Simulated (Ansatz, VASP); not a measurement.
## As in VASP and in Ansatz

```
CELL_PARAMETERS angstrom
2.41595 0.00000 0.00000
-1.20797 2.09227 0.00000
0.00000 0.00000 3.83744
ATOMIC_POSITIONS crystal
As 0.33333 0.66667 0.25000
As 0.66667 0.33333 0.75000
```

Change from the starting cell: volume scaled by 0.5, PAW files.

Alike in both runs: task single point; functional PBE; k mesh 16 × 16 × 9; occupations fermi-dirac, width 0.1 eV; no spin polarisation.

```csv
,VASP,Ansatz
version,VASP 6.6.1,Ansatz 0.2.0
potentials or method,"VASP PAW PBE potentials, release 64 (As)","PAW with Ansatz's default frozen-core files, scalar-relativistic"
plane-wave cutoff (eV),520,420
valence electrons in the cell,10,30
```

|  | VASP | Ansatz | Ansatz less VASP |
| --- | --- | --- | --- |
| pressure (GPa) | 246.9 | 238.3 | -8.56 |
| traceless stress, the component that is largest in VASP (GPa) | 0.22 | -0.02 | -0.244 |

Both programs put the cell under a high pressure, so it lies far from rest at this level. VASP's potentials hold 10 valence electrons a cell and Ansatz's 30, so a difference there can come from the potentials and not from the codes.

Noted on VASP's run: the cell as given lies far from equilibrium.
